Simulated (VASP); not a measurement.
# WS2 in VASP: a series of runs

The runs below take WS2 through single point, with PBE+D3(BJ).

Program: VASP 6.6.1. These are calculated values, not measurements. Logs are shortened: lines on timing, memory, paths and dates and some standing lists are left out, and cuts for length are marked.

## (1) The cell of the first run

The cell holds a slab with vacuum, 3 atoms: a = 3.318 Å, b = 3.200 Å, c = 32.291 Å, α = 90.00°, β = 90.00°, γ = 121.22°.

## (2) Single point, PBE+D3(BJ) (strain along x +0.050, then relaxed in part)

Input file INCAR:

```
SYSTEM = WS2
PREC = Accurate
ENCUT = 520
EDIFF = 1E-6
ISMEAR = 0
SIGMA = 0.02
LREAL = .FALSE.
LASPH = .TRUE.
NELM = 60
ALGO = Normal
ISIF = 2
LWAVE = .FALSE.
LCHARG = .TRUE.
LDIPOL = .TRUE.
IDIPOL = 3
DIPOL = 0.5 0.5 0.500
GGA = PE
IVDW = 12
LELF = .TRUE.
LVHAR = .TRUE.
LVACPOTAV = .TRUE.
NBANDS = 20
```

Input file KPOINTS:

```
Automatic mesh
0
G
  12 12 1
  0 0 0
```

Input file POSCAR:

```
WS2
1.0
    3.3177270662      0.0000000000      0.0000000000
   -1.6588635331      2.7364151640      0.0000000000
    0.0000000000      0.0000000000     32.2905332489
S W
2 1
Direct
    0.3323531814      0.6647063628      0.4520557947
    0.3323531814      0.6647063628      0.5479442053
    0.6686269706      0.3372539412      0.5000000000
```

Potentials or basis: VASP PAW PBE potentials, release 64 (S, W_sv).

The run is started by

```bash
$ cat potpaw_PBE.64/S/POTCAR potpaw_PBE.64/W_sv/POTCAR > POTCAR
$ mpirun -np 1 vasp_std > vasp.out
```

OUTCAR:

```text
SYSTEM = WS2
   PREC = Accurate
   ENCUT = 520
   EDIFF = 1E-6
   ISMEAR = 0
   LREAL = .FALSE.
   LASPH = .TRUE.
   NELM = 60
   ISIF = 2
   GGA = PE
   IVDW = 12
 IVDW          = 12

 ion  position               nearest neighbor table
   1  0.332  0.665  0.452-   3 2.40   3 2.44   3 2.44
   2  0.332  0.665  0.548-   3 2.40   3 2.44   3 2.44
   3  0.669  0.337  0.500-   1 2.40   2 2.40   1 2.44   2 2.44   1 2.44   2 2.44

  Warning from LATTYP: Monoclinic adjustment (A1->A3, A2->A1, A3->A2)!
  LATTYP: Found a base centered orthorhombic cell.
 ALAT       =     3.3177270662
 B/A-ratio  =     1.6495721977
 C/A-ratio  =     9.7327274380

  Lattice vectors:

 A1 = (   1.6588635331,  -2.7364151640,   0.0000000000)
 A2 = (   1.6588635331,   2.7364151640,   0.0000000000)
 A3 = (   0.0000000000,   0.0000000000,  32.2905332489)

Analysis of symmetry for initial positions (statically):
=====================================================================
 Subroutine PRICEL returns:
 Original cell was already a primitive cell.

 Routine SETGRP: Setting up the symmetry group for a
 base centered orthorhombic supercell.

 Subroutine GETGRP returns: Found  4 space group operations
 (whereof  4 operations were pure point group operations)
 out of a pool of  8 trial point group operations.

The static configuration has the point symmetry C_2v.

Analysis of symmetry for dynamics (positions and initial velocities):
=====================================================================
 Subroutine PRICEL returns:
 Original cell was already a primitive cell.

 Routine SETGRP: Setting up the symmetry group for a
 base centered orthorhombic supercell.

 Subroutine GETGRP returns: Found  4 space group operations
 (whereof  4 operations were pure point group operations)
 out of a pool of  8 trial point group operations.

The dynamic configuration has the point symmetry C_2v.

 Subroutine INISYM returns: Found  4 space group operations
 (whereof  4 operations are pure point group operations),
 and found     1 'primitive' translations

----------------------------------------------------------------------------------------

                                     Primitive cell

  volume of cell :     293.1554

  direct lattice vectors                    reciprocal lattice vectors
     3.317727066  0.000000000  0.000000000     0.301411171  0.182720812  0.000000000
    -1.658863533  2.736415164  0.000000000     0.000000000  0.365441623  0.000000000
     0.000000000  0.000000000 32.290533249     0.000000000  0.000000000  0.030968829

  length of vectors
     3.317727066  3.199968152 32.290533249     0.352470692  0.365441623  0.030968829

[... 90 lines left out ...]
   POTIM  = 0.5000    time-step for ionic-motion
   TEBEG  =    0.0;   TEEND  =   0.0 temperature during run
   PSTRESS=    0.0 pullay stress
   NELECT =      26.0000    total number of electrons
   NUPDOWN=      -1.0000    fix difference up-down
   EMIN   =  10.00;   EMAX   =-10.00  energy-range for DOS
   EFERMI =   0.00;   METHOD = LEGACY
   ISMEAR =     0;   SIGMA  =   0.02  broadening in eV -4-tet -1-fermi 0-gaus
   EFERMI_NEDOS =   21; number of points for ismear=-14 and -15
   IALGO  =     38    algorithm
   IMIX   =      4    mixing-type and parameters
     AMIX     =   0.40;   BMIX     =  1.00
     AMIX_MAG =   1.60;   BMIX_MAG =  1.00
  volume/ion in A,a.u.               =      97.72       659.44
  Fermi-wavevector in a.u.,A,eV,Ry     =   0.730074  1.379639  7.252007  0.533007
  Thomas-Fermi vector in A             =   1.821953
   LORBIT       =      0    0 simple, 1 ext, 2 COOP (PROOUT), +10 PAW based schemes
   GGA     = PE    functional components
   LHFCALC =     F    Hartree Fock is set to
   AEXX    =    0.0000 exact exchange contribution
   IVDW    =    12    specifies the selected vdW correction
   LEPSILON=     F    determine dielectric tensor
   LRPA    =     F    only Hartree local field effects (RPA)
 non-spin polarized calculation
 Gauss-broadening in eV      SIGMA  =   0.02
  energy-cutoff  :      520.00
  volume of cell :      293.16
 maximum number of plane-waves:      7960
 NGX is ok and might be reduce to    28
   NGX = 13   NGY = 11   NGZ =121

 number of electron      25.9999997 magnetization

 dipolmoment           0.000000      0.000000     -0.000000 electrons x Angstroem

 Free energy of the ion-electron system (eV)
  ---------------------------------------------------
  ext. energy  EPLUGINS =         0.00000000
  ---------------------------------------------------
  free energy    TOTEN  =       -23.61717363 eV

  energy without entropy =      -23.61717363  energy(sigma->0) =      -23.61717363

 E-fermi :  -3.0670     XC(G=0):  -2.3741

 val. band max:       -3.3115395978   @ k =   0.0000   0.0000   0.0000
 cond. band min:      -1.8855043264   @ k =   0.3333   0.3333   0.0000
 fundamental gap:      1.4260352715
 Fermi energy:        -3.0670299138

 k-point     1 :       0.0000    0.0000    0.0000
  band No.  band energies     occupation
      1     -77.5489      2.00000
      2     -41.7470      2.00000
      3     -41.6858      2.00000
      4     -41.6143      2.00000
      5     -18.0616      2.00000
      6     -16.4109      2.00000
[... 541 lines left out ...]
     19       5.1420      0.00000
     20       5.5406      0.00000

 [... further k-points ...]

------------------------ aborting loop because EDIFF is reached ----------------------------------------

 vacuum level on the upper side and lower side of the slab       (xc-potential included)        -0.126        -0.126

 Edisp (eV)   -0.88797

 E8    (eV) :    -0.3995

  FORCE on cell =-STRESS in cart. coord.  units (eV):
  Direction    XX          YY          ZZ          XY          YZ          ZX
  --------------------------------------------------------------------------------------
  -------------------------------------------------------------------------------------
  Total      -3.56707    -0.91750    -0.01698     0.00000     0.00000     0.00000
  in kB     -19.49502    -5.01441    -0.09279     0.00000     0.00000     0.00000
  external pressure =       -8.20 kB  Pullay stress =        0.00 kB

 VOLUME and BASIS-vectors are now :
 -----------------------------------------------------------------------------
  energy-cutoff  :      520.00
  volume of cell :      293.16
      direct lattice vectors                 reciprocal lattice vectors
     3.317727066  0.000000000  0.000000000     0.301411171  0.182720812  0.000000000
    -1.658863533  2.736415164  0.000000000     0.000000000  0.365441623  0.000000000
     0.000000000  0.000000000 32.290533249     0.000000000  0.000000000  0.030968829

 POSITION                                       TOTAL-FORCE (eV/Angst)
 -----------------------------------------------------------------------------------
      0.00000      1.81891     14.59712         0.000000     -0.001689     -0.003545
      0.00000      1.81891     17.69341         0.000000     -0.001689      0.003545
      1.65886      0.92287     16.14527        -0.000000      0.003379      0.000000
 -----------------------------------------------------------------------------------
    total drift:                                0.000001     -0.000100      0.000000

  FREE ENERGIE OF THE ION-ELECTRON SYSTEM (eV)
  ---------------------------------------------------
  free  energy   TOTEN  =       -24.5051428305 eV

  energy  without entropy=      -24.5051428305  energy(sigma->0) =      -24.50514283

 vacuum level on the upper side and lower side of the slab         2.290         2.290
```

It took 7.9 min on 1 thread of Intel Xeon Platinum 8375C at 2.90GHz (Ice Lake), shared host; peak memory 0.55 GiB.

Results:

```yaml
Free_energy: -24.5051 eV
Largest_force: 0.004 eV/Å
Band_gap_on_the_k_mesh: 1.43 eV (least direct gap 1.59 eV)
Dispersion_energy_per_atom: -0.296 eV
Ionisation_potential_of_the_upper_face: 5.60 eV
```

Forces in eV/Å, atoms in the order of the input:
```
S    0.000 -0.002 -0.004
S    0.000 -0.002  0.004
W    0.000  0.003  0.000
```

Levels at points of the mesh, in eV from the valence-band top:
```
           k point  band 10  band 11  band 12  band 13  band 14  band 15  band 16  band 17
(0.00, 0.00, 0.00)    -2.09    -2.05    -1.73     0.00     2.49     2.60     2.75     3.05
(0.50, 0.00, 0.00)    -3.42    -2.16    -1.43    -1.09     2.32     3.02     3.92     4.54
(0.00, 0.50, 0.00)    -3.91    -2.01    -1.87    -0.88     2.54     3.01     3.75     4.41
```

Caveat: the cell differs from its parent crystal (strain along x +0.050, then relaxed in part); spin-orbit coupling is left out, which moves the levels of the heavy elements.

## (3) Single point, PBE+D3(BJ) (strain along y +0.050, then relaxed in part)

Input file INCAR:

```
ALGO = Normal
DIPOL = 0.5 0.5 0.500
EDIFF = 1E-7
ENCUT = 520
GGA = PE
IDIPOL = 3
ISIF = 2
ISMEAR = 0
IVDW = 12
LASPH = T
LCHARG = F
LDIPOL = T
LREAL = F
LWAVE = F
NBANDS = 20
NELM = 100
PREC = Accurate
SIGMA = 0.02
```

Input file KPOINTS:

```
k-points
0
Gamma
  12 12 1
```

Input file POSCAR:

```
WS2
1.0
    3.1597400630      0.0000000000      0.0000000000
   -1.5798700315      2.8732359222      0.0000000000
    0.0000000000      0.0000000000     32.2905332489
S W
2 1
Direct
    0.3341165596      0.6682331191      0.4520673546
    0.3341165596      0.6682331191      0.5479326454
    0.6651002142      0.3302004284      0.5000000000
```

Potentials or basis: VASP PAW PBE potentials, release 64 (S, W_sv).

The run is started by

```bash
$ cat potpaw_PBE.64/S/POTCAR potpaw_PBE.64/W_sv/POTCAR > POTCAR
$ mpirun -np 1 vasp_std > vasp.out
```

It took 8.3 min on 1 thread of Intel Xeon Platinum 8375C at 2.90GHz (Ice Lake), shared host; peak memory 0.52 GiB.

It converged, with:

```
Free energy                : -24.5032 eV
Largest force              : 0.013 eV/Å
Band gap on the k mesh     : 1.43 eV (least direct gap 1.59 eV)
Dispersion energy per atom : -0.296 eV
```

Forces on the atoms (eV/Å):
```
S    0.000  0.004 -0.012
S    0.000  0.004  0.012
W    0.000 -0.007  0.000
```

Levels at points of the mesh, in eV from the valence-band top:
```csv
k point,band 11,band 12,band 13,band 14,band 15,band 16
"(0.00, 0.00, 0.00)",-1.96,-1.73,0.00,2.48,2.59,2.77
"(0.50, 0.00, 0.00)",-2.05,-1.72,-0.94,2.36,3.10,3.81
"(0.00, 0.50, 0.00)",-2.23,-1.27,-1.16,2.45,2.84,3.99
```

Caveat: the cell differs from its parent crystal (strain along y +0.050, then relaxed in part); spin-orbit coupling is left out, which moves the levels of the heavy elements.
